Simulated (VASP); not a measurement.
Here is a VASP 6.6.1 calculation.

The input INCAR:

```
PREC = Accurate
ENCUT = 700
EDIFF = 1E-6
ISMEAR = -1
SIGMA = 0.05
LREAL = F
LASPH = T
NELM = 200
ALGO = Normal
ISIF = 2
LWAVE = F
LCHARG = F
ISPIN = 2
MAGMOM = 4 4 0 0
LORBIT = 11
NUPDOWN = 8.0
LMAXMIX = 4
GGA = PS
NBANDS = 35
GGA_COMPAT = F
```

KPOINTS

```
regular mesh
0
Gamma
  8 8 5
```

File POSCAR:

```
CoO
1.0
    3.1976457435      0.0000000000      0.0000000000
   -1.5988228718      2.7692424462      0.0000000000
    0.0000000000      0.0000000000      5.2287097100
Co O
2 2
Direct
    0.3333333333      0.6666666667      0.5033624100
    0.0000000000      0.0000000000      0.0034741400
    0.3333333333      0.6666666667      0.8715556000
    0.0000000000      0.0000000000      0.3716088500
```

Potentials or basis: VASP PAW PBE potentials, release 64 (Co_sv, O).

Launch:

```bash
$ cat potpaw_PBE.64/Co_sv/POTCAR potpaw_PBE.64/O/POTCAR > POTCAR
$ mpirun -np 1 vasp_std > vasp.out
```

(1) Predict the largest force.

(2) What does it give for the pressure?

Results:

(1) 0.146 eV/Å.

(2) 6.0 GPa.

Caveat: the cell stands under pressure; the PAW data sets were made with another functional, which shifts forces and pressure a little; the total moment is fixed, so each spin has its own Fermi level and the state may be an excited one.
